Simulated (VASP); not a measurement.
# SiC (I-4m2) in VASP: notebook

The runs below take SiC through single point, with HSE06.

Program: VASP 6.6.1. These are calculated values, not measurements. Logs are shortened: lines on timing, memory, paths and dates and some standing lists are left out, and cuts for length are marked.

## (1) The cell of the first run

Symmetry: I-4m2, No. 119, tetragonal system. Conventional cell: a = 3.080 Å, b = 3.080 Å, c = 4.269 Å, α = 90.00°, β = 90.00°, γ = 90.00°. Within 2.5 Å of Si (site symmetry -4m2) lie 4 C at 1.87 Å. C (site symmetry -4m2) has 4 Si at 1.87 Å within 2.5 Å.

## (2) Single point, HSE06 (uniaxial z strain -2.0%)

Contents of POSCAR:

```
SiC
1.0
    0.0000000000      2.1780523510      2.1344913040
    2.1780523510      0.0000000000      2.1344913040
    2.1780523510      2.1780523510      0.0000000000
Si C
1 1
Direct
    0.0000000000      0.0000000000      0.0000000000
    0.2500000000      0.2500000000      0.2500000000
```

Contents of INCAR.step1:

```
SYSTEM = SiC
PREC     = Accurate       ! precision mode
ENCUT    = 520            ! plane-wave cutoff, eV
EDIFF    = 1E-5           ! SCF threshold, eV
ISMEAR   = 0              ! smearing method
SIGMA    = 0.01           ! smearing width, eV
LREAL    = .False.        ! projectors in reciprocal space
LASPH    = .True.         ! aspherical terms in the spheres
NELM     = 100            ! most SCF steps
ALGO     = Normal         ! electronic algorithm
ISIF     = 2              ! what is computed and relaxed
LWAVE    = .True.         ! write WAVECAR
LCHARG   = .False.        ! write CHGCAR
NBANDS   = 11             ! bands
GGA      = PE             ! functional
```

Contents of INCAR.step2:

```
SYSTEM = SiC
PREC     = Accurate       ! precision mode
ENCUT    = 520            ! plane-wave cutoff, eV
EDIFF    = 1E-6           ! SCF threshold, eV
ISMEAR   = 0              ! smearing method
SIGMA    = 0.01           ! smearing width, eV
LREAL    = .False.        ! projectors in reciprocal space
LASPH    = .True.         ! aspherical terms in the spheres
NELM     = 100            ! most SCF steps
ALGO     = Normal         ! electronic algorithm
ISIF     = 2              ! what is computed and relaxed
LWAVE    = .False.        ! write WAVECAR
LCHARG   = .False.        ! write CHGCAR
GGA      = PE             ! functional
LHFCALC  = .True.         ! exact exchange
HFSCREEN = 0.2079         ! screening, 1/A
PRECFOCK = Normal       
NBANDS   = 11             ! bands
ISTART   = 1
```

Contents of KPOINTS:

```
regular mesh
0
Gamma
  8 8 8
  0 0 0
```

Potentials or basis: VASP PAW PBE potentials, release 64 (Si, C).

Launch:

```sh
$ cat potpaw_PBE.64/Si/POTCAR potpaw_PBE.64/C/POTCAR > POTCAR
$ cp INCAR.step1 INCAR
$ mpirun -np 1 vasp_std > vasp.out
$ cp INCAR.step2 INCAR
$ mpirun -np 1 vasp_std > vasp.out
```

OUTCAR:

```text
SYSTEM = SiC
   PREC = Accurate
   ENCUT = 520
   EDIFF = 1E-6
   ISMEAR = 0
   LREAL = .False.
   LASPH = .True.
   NELM = 100
   ISIF = 2
   GGA = PE
   LHFCALC = .True.
   HFSCREEN = 0.2079
   PRECFOCK = Normal
   ISTART = 1

 ion  position               nearest neighbor table
   1  0.000  0.000  0.000-   2 1.87   2 1.87   2 1.87   2 1.87
   2  0.250  0.250  0.250-   1 1.87   1 1.87   1 1.87   1 1.87

  LATTYP: Found a body centered tetragonal cell.
 ALAT       =     3.0802311743
 C/A-ratio  =     1.3859292911

  Lattice vectors:

 A1 = (   0.0000000000,  -2.1780523510,  -2.1344913040)
 A2 = (   0.0000000000,   2.1780523510,  -2.1344913040)
 A3 = (   2.1780523510,   0.0000000000,   2.1344913040)

Analysis of symmetry for initial positions (statically):
=====================================================================
 Subroutine PRICEL returns:
 Original cell was already a primitive cell.

 Routine SETGRP: Setting up the symmetry group for a
 body centered tetragonal supercell.

 Subroutine GETGRP returns: Found  8 space group operations
 (whereof  8 operations were pure point group operations)
 out of a pool of 16 trial point group operations.

The static configuration has the point symmetry D_2d.

Analysis of symmetry for dynamics (positions and initial velocities):
=====================================================================
 Subroutine PRICEL returns:
 Original cell was already a primitive cell.

 Routine SETGRP: Setting up the symmetry group for a
 body centered tetragonal supercell.

 Subroutine GETGRP returns: Found  8 space group operations
 (whereof  8 operations were pure point group operations)
 out of a pool of 16 trial point group operations.

The dynamic configuration has the point symmetry D_2d.

 Subroutine INISYM returns: Found  8 space group operations
 (whereof  8 operations are pure point group operations),
 and found     1 'primitive' translations

----------------------------------------------------------------------------------------

                                     Primitive cell

  volume of cell :      20.2517

  direct lattice vectors                    reciprocal lattice vectors
     0.000000000  2.178052351  2.134491304    -0.229562894  0.229562894  0.234247851
     2.178052351  0.000000000  2.134491304     0.229562894 -0.229562894  0.234247851
     2.178052351  2.178052351  0.000000000     0.229562894  0.229562894 -0.234247851

  length of vectors
     3.049584426  3.049584426  3.080231174     0.400337732  0.400337732  0.400337732

  position of ions in fractional coordinates (direct lattice)
     0.000000000  0.000000000  0.000000000
     0.250000000  0.250000000  0.250000000

  ion indices of the primitive-cell ions
   primitive index   ion index
                 1           1
                 2           2

----------------------------------------------------------------------------------------

 KPOINTS: regular mesh

Automatic generation of k-mesh.
 Grid dimensions read from file:
 generate k-points for:    8    8    8

 Generating k-lattice:

  Cartesian coordinates                     Fractional coordinates (reciprocal lattice)
    -0.028695362  0.028695362  0.029280981     0.125000000  0.000000000  0.000000000
     0.028695362 -0.028695362  0.029280981     0.000000000  0.125000000  0.000000000
     0.028695362  0.028695362 -0.029280981     0.000000000  0.000000000  0.125000000

  Length of vectors
     0.050042217  0.050042217  0.050042217

  Shift w.r.t. Gamma in fractional coordinates (k-lattice)
     0.000000000  0.000000000  0.000000000

 Subroutine IBZKPT returns following result:
 ===========================================

 Found     59 irreducible k-points:

 Following reciprocal coordinates:
            Coordinates               Weight
  0.000000  0.000000  0.000000      1.000000
  0.125000  0.000000  0.000000      8.000000
  0.250000  0.000000  0.000000      8.000000
  0.375000  0.000000  0.000000      8.000000
  0.500000  0.000000  0.000000      4.000000
  0.125000  0.125000  0.000000      2.000000
[... 16 lines left out ...]
  0.250000  0.000000  0.125000     16.000000
  0.375000  0.000000  0.125000     16.000000
 [... further k-points ...]
   k-points           NKPTS =     59   k-points in BZ     NKDIM =    512   number of bands    NBANDS=     11
   number of dos      NEDOS =    301   number of ions     NIONS =      2
   total plane-waves  NPLWV =  13824
   dimension x,y,z NGX =    24 NGY =   24 NGZ =   24
   dimension x,y,z NGXF=    48 NGYF=   48 NGZF=   48
   ions per type =               1   1
   NGX,Y,Z   is equivalent  to a cutoff of  13.08, 13.08, 12.95 a.u.
   NGXF,Y,Z  is equivalent  to a cutoff of  26.17, 26.17, 25.91 a.u.
 SYSTEM =  SiC
   PREC   = accura    normal or accurate (medium, high low for compatibility)
   ISTART =      1    job   : 0-new  1-cont  2-samecut
   ICHARG =      0    charge: 1-file 2-atom 10-const
   ISPIN  =      1    spin polarized calculation?
   LNONCOLLINEAR =      F non collinear calculations
   LSORBIT =      F    spin-orbit coupling
   LASPH  =      T    aspherical Exc in radial PAW
   ENCUT  =  520.0 eV  38.22 Ry    6.18 a.u.   5.67  5.67  5.73*2*pi/ulx,y,z
   NELM   =    100;   NELMIN=  2; NELMDL=  0     # of ELM steps
   EDIFF  = 0.1E-05   stopping-criterion for ELM
   LREAL  =      F    real-space projection
   EDIFFG = 0.1E-04   stopping-criterion for IOM
   NSW    =      0    number of steps for IOM
   IBRION =     -1    ionic relax: 0-MD 1-quasi-New 2-CG
   NFREE  =      0    steps in history (QN), initial steepest desc. (CG)
   ISIF   =      2    stress and relaxation
   ISYM   =      3    0-nonsym 1-usesym 2-fastsym
   POTIM  = 0.5000    time-step for ionic-motion
   TEBEG  =    0.0;   TEEND  =   0.0 temperature during run
   PSTRESS=    0.0 pullay stress
   NELECT =       8.0000    total number of electrons
   NUPDOWN=      -1.0000    fix difference up-down
   EMIN   =  10.00;   EMAX   =-10.00  energy-range for DOS
   EFERMI =   0.00;   METHOD = LEGACY
   ISMEAR =     0;   SIGMA  =   0.01  broadening in eV -4-tet -1-fermi 0-gaus
   EFERMI_NEDOS =   21; number of points for ismear=-14 and -15
   IALGO  =     38    algorithm
   IMIX   =      1    mixing-type and parameters
     AMIX     =   0.40;   BMIX     =  1.00
     AMIX_MAG =   1.60;   BMIX_MAG =  1.00
  volume/ion in A,a.u.               =      10.13        68.33
  Fermi-wavevector in a.u.,A,eV,Ry     =   1.201207  2.269952 19.631820  1.442898
  Thomas-Fermi vector in A             =   2.337022
   LORBIT       =      0    0 simple, 1 ext, 2 COOP (PROOUT), +10 PAW based schemes
   GGA     = PE    functional components
   LHFCALC =     T    Hartree Fock is set to
   PRECFOCK=normal    Normal, Fast or Accurate (Low or Medium for compatibility)
   ENCUT4O =  -1.0   cutoff for four orbital integrals eV
   NKREDX  =     1    reduce k-point grid by
   NKREDY  =     1    reduce k-point grid by
   NKREDZ  =     1    reduce k-point grid by
   AEXX    =    0.2500 exact exchange contribution
   HFSCREEN=    0.2079 screening length (either q_TF or 0.3 A-1)
   HFSCREENC=   0.2079 screening length for correlation (either q_TF or 0.3 A-1)
   ENCUTFOCK=  -1.0 apply spherical cutoff to Coloumb kernel
   IVDW    =     0    specifies the selected vdW correction
   LEPSILON=     F    determine dielectric tensor
   LRPA    =     F    only Hartree local field effects (RPA)
 non-spin polarized calculation
 Gauss-broadening in eV      SIGMA  =   0.01
  energy-cutoff  :      520.00
  volume of cell :       20.25
 maximum number of plane-waves:       560
  NGX = 18; NGY = 18; NGZ = 18

 number of electron       8.0000000 magnetization

 Free energy of the ion-electron system (eV)
  ---------------------------------------------------
  ext. energy  EPLUGINS =         0.00000000
  ---------------------------------------------------
  free energy    TOTEN  =       -17.41653102 eV

  energy without entropy =      -17.41653102  energy(sigma->0) =      -17.41653102

 E-fermi :   7.9322     XC(G=0):  -9.4296

 val. band max:        7.8216231336   @ k =   0.0000   0.0000   0.0000
 cond. band min:       9.8200665955   @ k =   0.5000   0.5000   0.0000
 fundamental gap:      1.9984434619
 Fermi energy:         7.9322372271

 k-point     1 :       0.0000    0.0000    0.0000
  band No.  band energies     occupation
      1      -9.4359      2.00000
      2       7.6834      2.00000
      3       7.6834      2.00000
      4       7.8216      2.00000
      5      15.5298      0.00000
      6      16.4437      0.00000
      7      16.4990      0.00000
      8      16.4990      0.00000
      9      23.6233      0.00000
     10      24.2544      0.00000
     11      26.0597      0.00000

 k-point     2 :       0.1250    0.0000    0.0000
  band No.  band energies     occupation
      1      -9.0992      2.00000
      2       6.1122      2.00000
      3       7.4490      2.00000
      4       7.5737      2.00000
      5      15.6834      0.00000
      6      16.8521      0.00000
      7      16.8688      0.00000
      8      17.1650      0.00000
      9      22.3816      0.00000
     10      22.8181      0.00000
     11      25.4876      0.00000

 k-point     3 :       0.2500    0.0000    0.0000
  band No.  band energies     occupation
      1      -8.1143      2.00000
      2       2.9877      2.00000
      3       6.9710      2.00000
      4       7.1575      2.00000
      5      15.1328      0.00000
      6      17.0089      0.00000
      7      17.2159      0.00000
      8      18.8209      0.00000
      9      22.4324      0.00000
     10      22.4996      0.00000
     11      24.5687      0.00000
[... 267 lines left out ...]
 k-point    23 :       0.2500    0.0000    0.1250
  band No.  band energies     occupation
      1      -8.2275      2.00000
      2       4.0908      2.00000
      3       6.3964      2.00000
      4       6.6474      2.00000
      5      14.7466      0.00000
      6      16.9571      0.00000
      7      17.8092      0.00000
      8      18.4704      0.00000
      9      20.9308      0.00000
     10      24.4117      0.00000
     11      26.6931      0.00000

 k-point    24 :       0.3750    0.0000    0.1250
  band No.  band energies     occupation
      1      -6.8861      2.00000
      2       1.0836      2.00000
      3       5.9094      2.00000
      4       6.1267      2.00000
      5      14.4187      0.00000
      6      16.6966      0.00000
      7      18.1529      0.00000
      8      18.8995      0.00000
      9      22.6085      0.00000
     10      25.8319      0.00000
     11      26.4904      0.00000

 [... further k-points ...]

------------------------ aborting loop because EDIFF is reached ----------------------------------------

  FORCE on cell =-STRESS in cart. coord.  units (eV):
  Direction    XX          YY          ZZ          XY          YZ          ZX
  --------------------------------------------------------------------------------------
  -------------------------------------------------------------------------------------
  Total        0.1801633      0.1801633      0.8600450      0.0000000      0.0000000      0.0000000
  in kB       14.2533187     14.2533187     68.0410060      0.0000000      0.0000000      0.0000000
  external PRESSURE =      32.1825478 kB  Pullay stress =       0.0000000 kB

 VOLUME and BASIS-vectors are now :
 -----------------------------------------------------------------------------
  energy-cutoff  :      520.00
  volume of cell :       20.25
      direct lattice vectors                 reciprocal lattice vectors
     0.000000000  2.178052351  2.134491304    -0.229562894  0.229562894  0.234247851
     2.178052351  0.000000000  2.134491304     0.229562894 -0.229562894  0.234247851
     2.178052351  2.178052351  0.000000000     0.229562894  0.229562894 -0.234247851

 POSITION                                       TOTAL-FORCE (eV/Angst)
 -----------------------------------------------------------------------------------
      0.00000      0.00000      0.00000        -0.000000      0.000000      0.000000
      1.08903      1.08903      1.06725         0.000000     -0.000000      0.000000
 -----------------------------------------------------------------------------------
    total drift:                                0.000000      0.000000     -0.000000

  FREE ENERGIE OF THE ION-ELECTRON SYSTEM (eV)
  ---------------------------------------------------
  free  energy   TOTEN  =       -17.4165310245 eV

  energy  without entropy=      -17.4165310245  energy(sigma->0) =      -17.41653102
```

Wall time 40 min (1 thread of Intel Xeon Platinum 8375C at 2.90GHz (Ice Lake), shared host); peak memory 0.26 GiB.

Results:

```yaml
Free_energy: -17.4165 eV
Pressure: 3.2 GPa
Band_gap_on_the_k_mesh: 2.00 eV (least direct gap 5.73 eV)
```

Stress tensor (GPa, compression positive):
```
1.43 0.00 0.00
0.00 1.43 0.00
0.00 0.00 6.80
```

Caveat: the cell differs from its parent crystal (uniaxial z strain -2.0%); the cell stands under pressure; the PAW data sets were made with another functional, which shifts forces and pressure a little.

## (3) Single point, HSE06 (uniaxial z strain +4.0%)

Contents of POSCAR:

```
SiC
1.0
    0.0000000000      2.1780523510      2.2651744451
    2.1780523510      0.0000000000      2.2651744451
    2.1780523510      2.1780523510      0.0000000000
Si C
1 1
Direct
    0.0000000000      0.0000000000      0.0000000000
    0.2500000000      0.2500000000      0.2500000000
```

Contents of INCAR.step1:

```
PREC     = Accurate       # precision mode
ENCUT    = 520            # plane-wave cutoff, eV
EDIFF    = 1E-5           # SCF threshold, eV
ISMEAR   = 0              # smearing method
SIGMA    = 0.01           # smearing width, eV
LREAL    = False          # projectors in reciprocal space
LASPH    = True           # aspherical terms in the spheres
NELM     = 100            # most SCF steps
ALGO     = Normal         # electronic algorithm
ISIF     = 2              # what is computed and relaxed
LWAVE    = True           # write WAVECAR
GGA      = PE             # functional
NBANDS   = 11             # bands
```

Contents of INCAR.step2:

```
PREC     = Accurate       # precision mode
ENCUT    = 520            # plane-wave cutoff, eV
EDIFF    = 1E-6           # SCF threshold, eV
ISMEAR   = 0              # smearing method
SIGMA    = 0.01           # smearing width, eV
LREAL    = False          # projectors in reciprocal space
LASPH    = True           # aspherical terms in the spheres
NELM     = 100            # most SCF steps
ALGO     = Normal         # electronic algorithm
ISIF     = 2              # what is computed and relaxed
LWAVE    = False          # write WAVECAR
LCHARG   = True           # write CHGCAR
GGA      = PE             # functional
LHFCALC  = True           # exact exchange
HFSCREEN = 0.2079         # screening, 1/A
PRECFOCK = Normal       
LELF     = True           # ELF
LVHAR    = True         
ISTART   = 1            
NBANDS   = 11             # bands
```

Contents of KPOINTS:

```
Automatic mesh
0
Gamma
  8 8 8
```

Potentials or basis: VASP PAW PBE potentials, release 64 (Si, C).

Launch:

```sh
$ cat potpaw_PBE.64/Si/POTCAR potpaw_PBE.64/C/POTCAR > POTCAR
$ cp INCAR.step1 INCAR
$ mpirun -np 1 vasp_std > vasp.out
$ cp INCAR.step2 INCAR
$ mpirun -np 1 vasp_std > vasp.out
```

Wall time 58 min (1 thread of Intel Xeon Platinum 8259CL at 2.50GHz (Skylake/Cascade Lake), shared host); peak memory 0.26 GiB.

Results (log left out):

```
Free energy            : -17.3741 eV
Pressure               : -9.9 GPa
Band gap on the k mesh : 2.04 eV (least direct gap 5.63 eV)
```

Stress tensor (GPa, compression positive):
```
 -5.99   0.00   0.00
  0.00  -5.99   0.00
  0.00   0.00 -17.61
```

Levels at points of the mesh, in eV from the valence-band top:
```
           k point  band 2  band 3  band 4  band 5  band 6  band 7
(0.00, 0.00, 0.00)   -0.29    0.00    0.00    6.94    8.17    8.17
(0.50, 0.00, 0.00)   -9.23   -1.50   -1.00    6.01    8.07    8.51
(0.50, 0.50, 0.00)   -8.85   -3.23   -3.23    2.40    5.58   15.47
(0.50, 0.00, 0.50)   -8.35   -3.69   -3.63    2.04    4.89   14.67
```

Caveat: the cell differs from its parent crystal (uniaxial z strain +4.0%); the cell stands under tension; the PAW data sets were made with another functional, which shifts forces and pressure a little. A k mesh can miss the band edges.

## (4) Single point, HSE06 (uniaxial z strain +3.0%)

Contents of POSCAR:

```
SiC
1.0
    0.0000000000      2.1780523510      2.2433939216
    2.1780523510      0.0000000000      2.2433939216
    2.1780523510      2.1780523510      0.0000000000
Si C
1 1
Direct
    0.0000000000      0.0000000000      0.0000000000
    0.2500000000      0.2500000000      0.2500000000
```

Contents of INCAR.step1:

```
PREC = Accurate
ENCUT = 520
EDIFF = 1E-5
ISMEAR = 0
SIGMA = 0.01
LREAL = False
LASPH = True
NELM = 100
ALGO = Normal
ISIF = 2
LWAVE = True
LCHARG = False
NBANDS = 11
GGA = PE
```

Contents of INCAR.step2:

```
PREC = Accurate
ENCUT = 520
EDIFF = 1E-6
ISMEAR = 0
SIGMA = 0.01
LREAL = False
LASPH = True
NELM = 100
ALGO = Normal
ISIF = 2
LWAVE = False
LCHARG = False
GGA = PE
LHFCALC = True
HFSCREEN = 0.2079
PRECFOCK = Normal
NBANDS = 11
ISTART = 1
```

KPOINTS is that of step 3.

Launch:

```sh
$ cat potpaw_PBE.64/Si/POTCAR potpaw_PBE.64/C/POTCAR > POTCAR
$ cp INCAR.step1 INCAR
$ mpirun -np 1 vasp_std > vasp.out
$ cp INCAR.step2 INCAR
$ mpirun -np 1 vasp_std > vasp.out
```

Run time: 35 min. Hardware: 1 thread of Oxide Virtual Turin-like, shared host; peak memory 0.23 GiB.

The run converged. Its results:

- Free energy: -17.3942 eV
- Pressure: -7.9 GPa
- Band gap on the k mesh: 2.09 eV (least direct gap 5.65 eV)

Stress tensor (GPa, compression positive):
```
 -5.03   0.00   0.00
  0.00  -5.03   0.00
  0.00   0.00 -13.66
```

Levels at points of the mesh, in eV from the valence-band top:
| k point | band 2 | band 3 | band 4 | band 5 | band 6 | band 7 |
| --- | --- | --- | --- | --- | --- | --- |
| (0.00, 0.00, 0.00) | -0.22 | 0.00 | 0.00 | 7.10 | 8.28 | 8.28 |
| (0.50, 0.00, 0.00) | -9.26 | -1.42 | -1.03 | 6.19 | 8.14 | 8.51 |
| (0.50, 0.50, 0.00) | -8.78 | -3.29 | -3.29 | 2.36 | 5.53 | 15.59 |
| (0.50, 0.00, 0.50) | -8.39 | -3.64 | -3.60 | 2.09 | 5.01 | 14.98 |

Caveat: the cell differs from its parent crystal (uniaxial z strain +3.0%); the cell stands under tension; the PAW data sets were made with another functional, which shifts forces and pressure a little.

## (5) Summary

```tsv
cell	gap on the mesh (eV)	pressure (GPa)
a = 3.050, b = 3.050, c = 3.080 Å, angles 59.7, 59.7, 60.7°, 2 atoms	2.00	3.2
a = 3.142, b = 3.142, c = 3.080 Å, angles 60.7, 60.7, 58.7°, 2 atoms	2.04	-9.9
a = 3.127, b = 3.127, c = 3.080 Å, angles 60.5, 60.5, 59.0°, 2 atoms	2.09	-7.9
```

Alike in all rows: task single point; level HSE06; potentials or basis VASP PAW PBE potentials, release 64 (Si, C); no spin polarisation; k mesh 8 × 8 × 8; cutoff (eV) 520; smearing gaussian 0.01 eV.

Caveats: the PAW data sets were made with another functional, which shifts forces and pressure a little; the cell stands under tension (at least some runs); the cell stands under pressure (at least some runs).

Absolute energies hang on the potentials; compare differences alone.
